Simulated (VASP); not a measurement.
# HfRu3 (Pm-3m) in VASP: a series of runs, part 2 of 3

VASP 6.6.1. The steps go on from the part before.

## (5) Single point, PBEsol

The input, INCAR:

```
SYSTEM = HfRu3
  PREC = Accurate
  ENCUT = 520
  EDIFF = 1E-7
  ISMEAR = -1
  SIGMA = 0.05
  LREAL = .FALSE.
  LASPH = .TRUE.
  NELM = 80
  ALGO = Normal
  ISIF = 2
  LWAVE = .FALSE.
  LCHARG = .FALSE.
  GGA = PS
  NBANDS = 34
```

The input, KPOINTS:

```
regular mesh
0
G
  7 7 7
  0 0 0
```

The input, POSCAR:

```
HfRu3
1.0
    3.9557730000      0.0000000000      0.0000000000
    0.0000000000      3.9557730000      0.0000000000
    0.0000000000      0.0000000000      3.9557730000
Hf Ru
1 3
Direct
    0.0000000000      0.0000000000      0.0000000000
    0.0000000000      0.5000000000      0.5000000000
    0.5000000000      0.0000000000      0.5000000000
    0.5000000000      0.5000000000      0.0000000000
```

Potentials or basis: VASP PAW PBE potentials, release 64 (Hf_pv, Ru_pv).

Launch:

```sh
> cat potpaw_PBE.64/Hf_pv/POTCAR potpaw_PBE.64/Ru_pv/POTCAR > POTCAR
> mpirun -np 1 vasp_std > vasp.out
```

OUTCAR:

```text
SYSTEM = HfRu3
   PREC = Accurate
   ENCUT = 520
   EDIFF = 1E-7
   ISMEAR = -1
   LREAL = .FALSE.
   LASPH = .TRUE.
   NELM = 80
   ISIF = 2
   GGA = PS

 ion  position               nearest neighbor table
   1  0.000  0.000  0.000-   2 2.80   3 2.80   4 2.80   2 2.80   3 2.80   2 2.80   4 2.80   2 2.80
                             3 2.80   4 2.80   3 2.80   4 2.80
   2  0.000  0.500  0.500-   1 2.80   3 2.80   4 2.80   1 2.80   4 2.80   1 2.80   3 2.80   1 2.80
                             3 2.80   4 2.80   4 2.80   3 2.80
   3  0.500  0.000  0.500-   1 2.80   2 2.80   4 2.80   1 2.80   4 2.80   2 2.80   4 2.80   4 2.80
                             1 2.80   2 2.80   1 2.80   2 2.80
   4  0.500  0.500  0.000-   1 2.80   2 2.80   3 2.80   2 2.80   3 2.80   1 2.80   3 2.80   3 2.80
                             1 2.80   2 2.80   2 2.80   1 2.80

  LATTYP: Found a simple cubic cell.
 ALAT       =     3.9557730000

  Lattice vectors:

 A1 = (   3.9557730000,   0.0000000000,   0.0000000000)
 A2 = (   0.0000000000,   3.9557730000,   0.0000000000)
 A3 = (   0.0000000000,   0.0000000000,   3.9557730000)

Analysis of symmetry for initial positions (statically):
=====================================================================
 Subroutine PRICEL returns:
 Original cell was already a primitive cell.

 Routine SETGRP: Setting up the symmetry group for a
 simple cubic supercell.

 Subroutine GETGRP returns: Found 48 space group operations
 (whereof 48 operations were pure point group operations)
 out of a pool of 48 trial point group operations.

The static configuration has the point symmetry O_h .

Analysis of symmetry for dynamics (positions and initial velocities):
=====================================================================
 Subroutine PRICEL returns:
 Original cell was already a primitive cell.

 Routine SETGRP: Setting up the symmetry group for a
 simple cubic supercell.

 Subroutine GETGRP returns: Found 48 space group operations
 (whereof 48 operations were pure point group operations)
 out of a pool of 48 trial point group operations.

The dynamic configuration has the point symmetry O_h .

 Subroutine INISYM returns: Found 48 space group operations
 (whereof 48 operations are pure point group operations),
 and found     1 'primitive' translations

----------------------------------------------------------------------------------------

                                     Primitive cell

  volume of cell :      61.9005

  direct lattice vectors                    reciprocal lattice vectors
     3.955773000  0.000000000  0.000000000     0.252795092  0.000000000  0.000000000
     0.000000000  3.955773000  0.000000000     0.000000000  0.252795092  0.000000000
     0.000000000  0.000000000  3.955773000     0.000000000  0.000000000  0.252795092

  length of vectors
     3.955773000  3.955773000  3.955773000     0.252795092  0.252795092  0.252795092

  position of ions in fractional coordinates (direct lattice)
     0.000000000  0.000000000  0.000000000
     0.000000000  0.500000000  0.500000000
     0.500000000  0.000000000  0.500000000
     0.500000000  0.500000000  0.000000000

  ion indices of the primitive-cell ions
   primitive index   ion index
                 1           1
[... 25 lines left out ...]
 Subroutine IBZKPT returns following result:
 ===========================================

 Found     20 irreducible k-points:

 Following reciprocal coordinates:
            Coordinates               Weight
  0.000000  0.000000  0.000000      1.000000
  0.142857  0.000000  0.000000      6.000000
  0.285714  0.000000  0.000000      6.000000
  0.428571  0.000000  0.000000      6.000000
  0.142857  0.142857  0.000000     12.000000
  0.285714  0.142857  0.000000     24.000000
[... 12 lines left out ...]
  0.428571  0.428571  0.285714     24.000000
  0.428571  0.428571  0.428571      8.000000
   k-points           NKPTS =     20   k-points in BZ     NKDIM =     20   number of bands    NBANDS=     34
   number of dos      NEDOS =    301   number of ions     NIONS =      4
   total plane-waves  NPLWV =  27000
   dimension x,y,z NGX =    30 NGY =   30 NGZ =   30
   dimension x,y,z NGXF=    60 NGYF=   60 NGZF=   60
   ions per type =               1   3
   NGX,Y,Z   is equivalent  to a cutoff of  12.61, 12.61, 12.61 a.u.
   NGXF,Y,Z  is equivalent  to a cutoff of  25.22, 25.22, 25.22 a.u.
 SYSTEM =  HfRu3
   PREC   = accura    normal or accurate (medium, high low for compatibility)
   ISTART =      0    job   : 0-new  1-cont  2-samecut
   ICHARG =      2    charge: 1-file 2-atom 10-const
   ISPIN  =      1    spin polarized calculation?
   LNONCOLLINEAR =      F non collinear calculations
   LSORBIT =      F    spin-orbit coupling
   LASPH  =      T    aspherical Exc in radial PAW
   ENCUT  =  520.0 eV  38.22 Ry    6.18 a.u.   7.36  7.36  7.36*2*pi/ulx,y,z
   NELM   =     80;   NELMIN=  2; NELMDL= -5     # of ELM steps
   EDIFF  = 0.1E-06   stopping-criterion for ELM
   LREAL  =      F    real-space projection
   EDIFFG = 0.1E-05   stopping-criterion for IOM
   NSW    =      0    number of steps for IOM
   IBRION =     -1    ionic relax: 0-MD 1-quasi-New 2-CG
   NFREE  =      0    steps in history (QN), initial steepest desc. (CG)
   ISIF   =      2    stress and relaxation
   ISYM   =      2    0-nonsym 1-usesym 2-fastsym
   POTIM  = 0.5000    time-step for ionic-motion
   TEBEG  =    0.0;   TEEND  =   0.0 temperature during run
   PSTRESS=    0.0 pullay stress
   NELECT =      52.0000    total number of electrons
   NUPDOWN=      -1.0000    fix difference up-down
   EMIN   =  10.00;   EMAX   =-10.00  energy-range for DOS
   EFERMI =   0.00;   METHOD = LEGACY
   ISMEAR =    -1;   SIGMA  =   0.05  broadening in eV -4-tet -1-fermi 0-gaus
   EFERMI_NEDOS =   21; number of points for ismear=-14 and -15
   IALGO  =     38    algorithm
   IMIX   =      4    mixing-type and parameters
     AMIX     =   0.40;   BMIX     =  1.00
     AMIX_MAG =   1.60;   BMIX_MAG =  1.00
  volume/ion in A,a.u.               =      15.48       104.43
  Fermi-wavevector in a.u.,A,eV,Ry     =   1.544702  2.919063 32.464901  2.386103
  Thomas-Fermi vector in A             =   2.650185
   LORBIT       =      0    0 simple, 1 ext, 2 COOP (PROOUT), +10 PAW based schemes
   GGA     = PS    functional components
   LHFCALC =     F    Hartree Fock is set to
   AEXX    =    0.0000 exact exchange contribution
   IVDW    =     0    specifies the selected vdW correction
   LEPSILON=     F    determine dielectric tensor
   LRPA    =     F    only Hartree local field effects (RPA)
 non-spin polarized calculation
  energy-cutoff  :      520.00
  volume of cell :       61.90
 maximum number of plane-waves:      1743
 NGX is ok and might be reduce to    30
   NGX = 15   NGY = 15   NGZ = 15

 number of electron      51.9999966 magnetization

 Free energy of the ion-electron system (eV)
  ---------------------------------------------------
  ext. energy  EPLUGINS =         0.00000000
  ---------------------------------------------------
  free energy    TOTEN  =       -41.69224997 eV

  energy without entropy =      -41.65194682  energy(sigma->0) =      -41.67209839

 E-fermi :   9.4249     XC(G=0): -13.3957

 val. band max:        9.4109734976   @ k =   0.4286   0.4286   0.0000
 cond. band min:       9.6279522648   @ k =   0.2857   0.2857   0.2857
 fundamental gap:      0.2169787672
 Fermi energy:         9.4248524779

 k-point     1 :       0.0000    0.0000    0.0000
  band No.  band energies     occupation
      1     -32.9455      2.00000
      2     -32.9455      2.00000
      3     -32.9455      2.00000
      4     -32.6037      2.00000
      5     -32.6037      2.00000
      6     -32.6037      2.00000
[... 729 lines left out ...]
     33      13.7216      0.00000
     34      14.3423      0.00000

------------------------ aborting loop because EDIFF is reached ----------------------------------------

  FORCE on cell =-STRESS in cart. coord.  units (eV):
  Direction    XX          YY          ZZ          XY          YZ          ZX
  --------------------------------------------------------------------------------------
  -------------------------------------------------------------------------------------
  Total       -4.0288026     -4.0288026     -4.0288026      0.0000000      0.0000000      0.0000000
  in kB     -104.2779490   -104.2779490   -104.2779490      0.0000000      0.0000000      0.0000000
  external PRESSURE =    -104.2779490 kB  Pullay stress =       0.0000000 kB

 VOLUME and BASIS-vectors are now :
 -----------------------------------------------------------------------------
  energy-cutoff  :      520.00
  volume of cell :       61.90
      direct lattice vectors                 reciprocal lattice vectors
     3.955773000  0.000000000  0.000000000     0.252795092  0.000000000  0.000000000
     0.000000000  3.955773000  0.000000000     0.000000000  0.252795092  0.000000000
     0.000000000  0.000000000  3.955773000     0.000000000  0.000000000  0.252795092

 POSITION                                       TOTAL-FORCE (eV/Angst)
 -----------------------------------------------------------------------------------
      0.00000      0.00000      0.00000         0.000000      0.000000      0.000000
      0.00000      1.97789      1.97789         0.000000      0.000000      0.000000
      1.97789      0.00000      1.97789         0.000000      0.000000      0.000000
      1.97789      1.97789      0.00000         0.000000      0.000000      0.000000
 -----------------------------------------------------------------------------------
    total drift:                                0.000000      0.000000     -0.000000

  FREE ENERGIE OF THE ION-ELECTRON SYSTEM (eV)
  ---------------------------------------------------
  free  energy   TOTEN  =       -41.6922499654 eV

  energy  without entropy=      -41.6519468157  energy(sigma->0) =      -41.67209839
```

OSZICAR:

```text
N       E                     dE             d eps       ncg     rms          rms(c)
DAV:   1     0.537506021161E+03    0.53751E+03   -0.30826E+04  1368   0.163E+03
DAV:   2    -0.254327129493E+02   -0.56294E+03   -0.54947E+03  1462   0.496E+02
DAV:   3    -0.439076034335E+02   -0.18475E+02   -0.17774E+02  1530   0.874E+01
DAV:   4    -0.442220585896E+02   -0.31446E+00   -0.31302E+00  1526   0.102E+01
DAV:   5    -0.442282266842E+02   -0.61681E-02   -0.61671E-02  1670   0.137E+00    0.696E+01
DAV:   6    -0.423056784417E+02    0.19225E+01   -0.11478E+01  1498   0.213E+01    0.278E+01
DAV:   7    -0.420633293085E+02    0.24235E+00   -0.53243E+00  1502   0.106E+01    0.230E+01
DAV:   8    -0.417005063121E+02    0.36282E+00   -0.19161E+00  1496   0.810E+00    0.382E+00
DAV:   9    -0.416939866718E+02    0.65196E-02   -0.63452E-02  1454   0.177E+00    0.201E+00
DAV:  10    -0.416922571383E+02    0.17295E-02   -0.64839E-03  1454   0.322E-01    0.198E-01
DAV:  11    -0.416922562602E+02    0.87809E-06   -0.24494E-04  1534   0.874E-02    0.132E-01
DAV:  12    -0.416922502437E+02    0.60165E-05   -0.15995E-05  1640   0.241E-02    0.304E-02
DAV:  13    -0.416922501735E+02    0.70279E-07   -0.51737E-06  1540   0.123E-02    0.949E-03
DAV:  14    -0.416922499965E+02    0.17693E-06   -0.39158E-07  1400   0.312E-03    0.472E-03
DAV:  15    -0.416922499654E+02    0.31124E-07   -0.64209E-08   752   0.150E-03
   1 F= -.41692250E+02 E0= -.41672098E+02  d E =-.403031E-01
```

Wall time 80 s (1 thread of Intel Xeon 8259CL, shared host); peak memory 0.19 GiB.

Results:

```yaml
Free_energy: -41.6922 eV
Pressure: -10.4 GPa
Band_gap_on_the_k_mesh: zero (band 26 reaches 11.68 eV, above the bottom of band 27 at 9.04 eV)
```

Levels at points of the mesh, in eV from the Fermi level:
| k point | band 23 | band 24 | band 25 | band 26 | band 27 | band 28 | band 29 | band 30 |
| --- | --- | --- | --- | --- | --- | --- | --- | --- |
| (0.00, 0.00, 0.00) | 0.65 | 0.65 | 1.78 | 2.25 | 2.25 | 2.25 | 3.90 | 3.90 |

Caveat: the PAW data sets were made with another functional, which shifts forces and pressure a little; spin-orbit coupling is left out, which moves the levels of the heavy elements.

(Part 2 of 3 ends here.)
